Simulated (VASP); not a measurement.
A run of VASP 6.6.1 is set up as follows.

Contents of POSCAR:

```
ZrB2
1.0
    3.1909939893      0.0000000000      0.0000000000
   -1.5954969947      2.7634818581      0.0000000000
    0.0000000000      0.0000000000      3.5563980329
Zr B
1 2
Direct
    0.0000000000      0.0000000000      0.0000000000
    0.6666666667      0.3333333333      0.5000000000
    0.3333333333      0.6666666667      0.5000000000
```

INCAR.step1

```
ALGO     = Normal         # electronic algorithm
EDIFF    = 1E-4           # SCF threshold, eV
ENCUT    = 520            # plane-wave cutoff, eV
GGA      = PE             # functional
ISMEAR   = -1             # smearing method
LASPH    = T              # aspherical terms in the spheres
LCHARG   = F              # write CHGCAR
LREAL    = F              # projectors in reciprocal space
LWAVE    = T              # write WAVECAR
NBANDS   = 16             # bands
NELM     = 100            # most SCF steps
PREC     = Accurate       # precision mode
SIGMA    = 0.05           # smearing width, eV
```

File INCAR.step2:

```
ALGO     = Normal         # electronic algorithm
EDIFF    = 1E-6           # SCF threshold, eV
ENCUT    = 520            # plane-wave cutoff, eV
ISIF     = 2              # what is computed and relaxed
ISMEAR   = -1             # smearing method
ISTART   = 1            
LASPH    = T              # aspherical terms in the spheres
LCHARG   = F              # write CHGCAR
LMIXTAU  = T            
LREAL    = F              # projectors in reciprocal space
LWAVE    = F              # write WAVECAR
METAGGA  = R2SCAN         # meta-GGA
NBANDS   = 16             # bands
NELM     = 100            # most SCF steps
PREC     = Accurate       # precision mode
SIGMA    = 0.05           # smearing width, eV
```

The input KPOINTS:

```
k-points
0
Gamma
  10 10 8
```

Potentials or basis: VASP PAW PBE potentials, release 64 (Zr_sv, B).

The run is started by

```sh
$ cat potpaw_PBE.64/Zr_sv/POTCAR potpaw_PBE.64/B/POTCAR > POTCAR
$ cp INCAR.step1 INCAR
$ mpirun -np 1 vasp_std > vasp.out
$ cp INCAR.step2 INCAR
$ mpirun -np 1 vasp_std > vasp.out
```

(1) Predict the band gap on the k mesh.

(2) What does it give for the pressure?

Answers

(1) zero (band 9 reaches 11.04 eV, above the bottom of band 10 at 10.19 eV).

(2) -3.8 GPa.

Caveat: the PAW data sets were made with another functional, which shifts forces and pressure a little.
